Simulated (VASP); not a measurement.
Set up this calculation in VASP 6.6.1, as the native input.

| Item | Value |
| --- | --- |
| Task | single point |
| Functional | PBE |
| Potentials or basis | VASP PAW PBE potentials, release 64 (Be, Sn_d) |
| Cutoff | 520 eV |
| k mesh | 4 × 4 × 4 |
| Occupations | gaussian, width 0.1 eV |
| Spin | no spin polarisation |
| Dipole correction | no |
| Further INCAR settings | ALGO = Normal; EDIFF = 1e-07; NBANDS = 30 |

The structure of BeSn3 lies in POSCAR:

```
BeSn3
1.0
    4.3589605485      0.0000000000      0.0000000000
    0.0000000000      4.3589605485      0.0000000000
    0.0000000000      0.0000000000      4.3589605485
Be Sn
1 3
Direct
    0.0000000000      0.0000000000      0.0000000000
    0.0000000000      0.5000000000      0.5000000000
    0.5000000000      0.0000000000      0.5000000000
    0.5000000000      0.5000000000      0.0000000000
```

These files were run (other wordings do the same):

INCAR

```
SYSTEM = BeSn3
ALGO     = Normal         ! electronic algorithm
EDIFF    = 1E-7           ! SCF threshold, eV
ENCUT    = 520            ! plane-wave cutoff, eV
GGA      = PE             ! functional
ISIF     = 2              ! what is computed and relaxed
ISMEAR   = 0              ! smearing method
LASPH    = .True.         ! aspherical terms in the spheres
LCHARG   = .False.        ! write CHGCAR
LREAL    = .False.        ! projectors in reciprocal space
LWAVE    = .False.        ! write WAVECAR
NBANDS   = 30             ! bands
NELM     = 80             ! most SCF steps
PREC     = Accurate       ! precision mode
SIGMA    = 0.1            ! smearing width, eV
```

KPOINTS

```
k-points
0
Gamma
  4 4 4
  0 0 0
```

Potentials or basis: VASP PAW PBE potentials, release 64 (Be, Sn_d).

Command:

```sh
$ cat potpaw_PBE.64/Be/POTCAR potpaw_PBE.64/Sn_d/POTCAR > POTCAR
$ mpirun -np 1 vasp_std > vasp.out
```

It gave:

* Pressure: 9.5 GPa
* Band gap on the k mesh: zero (bands 22 and 23 overlap by 3.59 eV)

Caveat: the k points lie up to 0.36 Å⁻¹ apart, too coarse for converged energies and pressures of a metal; spin-orbit coupling is left out, which moves the levels of the heavy elements.

Run time: 10 s on 1 thread of Intel(R) Xeon(R) 6975P-C (Granite Rapids) (shared host), peak memory 0.18 GiB.
